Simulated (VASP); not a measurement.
Set up this calculation in VASP 6.6.1, as the native input.

```
Task                   : single point
Functional             : LDA
Potentials or basis    : VASP PAW LDA potentials, release 64 (Au)
Cutoff                 : 520 eV
k mesh                 : 11 × 11 × 6
Occupations            : fermi-dirac, width 0.05 eV
Spin                   : no spin polarisation
Dipole correction      : no
Further INCAR settings : ALGO = Normal; EDIFF = 1e-07; NBANDS = 18
```

The structure of Au lies in POSCAR:

```
Au
1.0
    1.4298819627     -2.5895675798      0.0000000000
    1.4298819627      2.5895675798      0.0000000000
    0.0000000000      0.0000000000      4.9575608049
Au
2
Direct
    0.3346720300      0.6653279700      0.2500000000
    0.6653279700      0.3346720300      0.7500000000
```

This cell differs from its parent crystal: volume scaled by 1.04.

The input as run:

INCAR

```
  PREC = Accurate
  ENCUT = 520
  EDIFF = 1E-7
  ISMEAR = -1
  SIGMA = 0.05
  LREAL = False
  LASPH = True
  NELM = 100
  ALGO = Normal
  ISIF = 2
  LWAVE = False
  LCHARG = False
  GGA = CA
  NBANDS = 18
```

KPOINTS

```
Automatic mesh
0
Gamma
  11 11 6
```

Potentials or basis: VASP PAW LDA potentials, release 64 (Au).

Command:

```console
$ cat potpaw_LDA.64/Au/POTCAR > POTCAR
$ mpirun -np 1 vasp_std > vasp.out
```

It gave:

```json
{
  "Pressure": "-13.9 GPa",
  "Band gap on the k mesh": "zero (band 11 reaches 11.59 eV, above the bottom of band 12 at 5.61 eV)"
}
```

Caveat: spin-orbit coupling is left out, which moves the levels of the heavy elements.

Wall time 2 min on 1 thread of AMD EPYC 7R13, on a shared host, peak memory 0.17 GiB.
